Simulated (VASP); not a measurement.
Input of a VASP 6.6.1 run:

Contents of INCAR:

```
PREC = Accurate
ENCUT = 520
EDIFF = 1E-6
ISMEAR = 0
SIGMA = 0.05
LREAL = False
LASPH = True
NELM = 150
ALGO = Normal
ISIF = 2
LWAVE = False
LCHARG = False
ISPIN = 2
MAGMOM = 4 0
LORBIT = 11
LMAXMIX = 4
GGA = PE
NBANDS = 18
```

KPOINTS

```
regular mesh
0
Gamma
  8 8 8
```

The input POSCAR:

```
FeO
1.0
    0.0000000000      2.1554000000      2.1554000000
    2.1554000000      0.0000000000      2.1554000000
    2.1554000000      2.1554000000      0.0000000000
Fe O
1 1
Direct
    0.0000000000      0.0000000000      0.0000000000
    0.5000000000      0.5000000000      0.5000000000
```

Potentials or basis: VASP PAW PBE potentials, release 64 (Fe, O).

Run with:

```console
$ cat potpaw_PBE.64/Fe/POTCAR potpaw_PBE.64/O/POTCAR > POTCAR
$ mpirun -np 1 vasp_std > vasp.out
```

Task: Estimate the net moment.

Result: 4.00 μB per cell.

Task: What does it give for the pressure?

Result: -0.2 GPa.

Task: Estimate the band gap on the k mesh.

Result: Zero (filled and empty bands overlap).

Task: Estimate the site moments.

Result: Fe +3.62; O +0.30 μB.

Caveat: a cell with one magnetic atom can't hold antiferromagnetic order, which such compounds often take; semilocal functionals often make such compounds metallic where correlation or magnetic order opens a gap, which also shifts bond lengths.

**What was measured.**

From “W\"ustite: Electric, thermodynamic and optical properties of FeO”, 2012, arxiv:1203.1201, for a bulk crystal of FeO: band gap 2.4 eV (optical).

A measured gap of FeO is 2.4 eV (optical; quoted in “W\"ustite: Electric, thermodynamic and optical properties of FeO”, 2012, arxiv:1203.1201); the calculated 0.00 eV misses it by -2.40 eV. So large a miss can be the level of theory's own, or it may mean another phase, state or a wrong row. The value is that of PBE on a finite k mesh, which can miss the band edges, without temperature or zero-point motion. Semilocal functionals fall short of measured gaps as a rule. The run's magnetic order (collinear spin, ferromagnetic start) needn't be the measured crystal's.
